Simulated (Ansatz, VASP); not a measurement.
## Ta3N in VASP and in Ansatz

Contents of INCAR:

```
SYSTEM = Ta3N
  PREC = Accurate
  ENCUT = 520
  EDIFF = 1E-7
  ISMEAR = 0
  SIGMA = 0.15
  LREAL = .False.
  LASPH = .True.
  NELM = 60
  ALGO = Normal
  ISIF = 2
  LWAVE = .False.
  LCHARG = .False.
  GGA = PE
  NBANDS = 27
```

KPOINTS

```
Automatic mesh
0
Gamma
  24 24 8
  0 0 0
```

Contents of POSCAR:

```
Ta3N
1.0
    2.9272818301      0.0000000000      0.0000000000
   -1.4636409151      2.5351004288      0.0000000000
    0.0000000000      0.0000000000      8.0533828769
Ta N
3 1
Direct
    0.0000000000      0.0000000000      0.5000000000
    0.3333333333      0.6666666667      0.1735950547
    0.6666666667      0.3333333333      0.8264049453
    0.0000000000      0.0000000000      0.0000000000
```

Input for Ansatz:

```yaml
crystal:
  lattice:
    - [2.9272818301, 0.0, 0.0]
    - [-1.4636409151, 2.5351004288, 0.0]
    - [0.0, 0.0, 8.0533828769]
  atoms:
    - { symbol: Ta, position: [0.0, 0.0, 0.5] }
    - { symbol: Ta, position: [0.3333333333, 0.6666666667, 0.1735950547] }
    - { symbol: Ta, position: [0.6666666667, 0.3333333333, 0.8264049453] }
    - { symbol: "N", position: [0.0, 0.0, 0.0] }
basis:
  ecutwfc: 420
kpoints:
  mp_grid: { grid: [24, 24, 8] }
hamiltonian:
  xc: pbe
scf:
  occupations: { method: gaussian, width: 0.15 }
output:
  forces: true
  stress: true
  eigenvalues: true
```

Alike in both runs: task single point; functional PBE; k mesh 24 × 24 × 8; occupations gaussian, width 0.15 eV; no spin polarisation.

```csv
,VASP,Ansatz
version,VASP 6.6.1,Ansatz 0.2.0
potentials or method,"VASP PAW PBE potentials, release 64 (Ta_pv, N), cutoff 520 eV","scalar-relativistic, plane waves, PAW"
valence electrons in the cell,38,44
```

|  | VASP | Ansatz | Ansatz less VASP |
| --- | --- | --- | --- |
| gap on the k mesh at the Fermi level (eV) | none | none | - |
| pressure (GPa) | 0.9 | 0.6 | -0.31 |
| traceless stress, the component that is largest in VASP (GPa) | -10.69 | -10.75 | -0.069 |
| rms of the force components (eV/Å) | 0.192 | 0.173 | -0.0188 |

Atom by atom the forces differ by 0.019 eV/Å (rms over components). A gap of «none» marks a metal or a gap that the smearing closes. VASP's potentials hold 38 valence electrons a cell and Ansatz's 44, so a difference there can come from the potentials and not from the codes.

Neither program's run includes spin-orbit coupling.
